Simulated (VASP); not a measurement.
A run of VASP 6.6.1 is set up as follows.

INCAR

```
SYSTEM = BiTe
PREC = Accurate ; ENCUT = 500
EDIFF = 1E-6 ; ISMEAR = -1
SIGMA = 0.2585199978643553 ; LREAL = .FALSE.
LASPH = .TRUE. ; NELM = 120
ALGO = Normal ; ISIF = 2
LWAVE = .FALSE. ; LCHARG = .FALSE.
GGA = PE ; NBANDS = 18
GGA_COMPAT = .FALSE.
```

File KPOINTS:

```
regular mesh
0
G
  4 4 4
  0 0 0
```

File POSCAR:

```
BiTe
1.0
    0.0000000000      3.2350000000      3.2350000000
    3.2350000000      0.0000000000      3.2350000000
    3.2350000000      3.2350000000      0.0000000000
Bi Te
1 1
Direct
    0.8750000000      0.8330000000      0.5850000000
    1.3750000000      1.3330000000      1.0850000000
```

Potentials or basis: VASP PAW PBE potentials, release 64 (Bi_d, Te).

Launch:

```bash
$ cat potpaw_PBE.64/Bi_d/POTCAR potpaw_PBE.64/Te/POTCAR > POTCAR
$ mpirun -np 1 vasp_std > vasp.out
```

Task: What does it give for the band gap on the k mesh?

Result: Zero (an odd number of electrons rules out a gap without spin polarisation).

Task: Predict the pressure.

Result: 1.0 GPa.

Caveat: the k points lie up to 0.42 Å⁻¹ apart, too coarse for converged energies and pressures of a metal; spin-orbit coupling is left out, which moves the levels of the heavy elements.
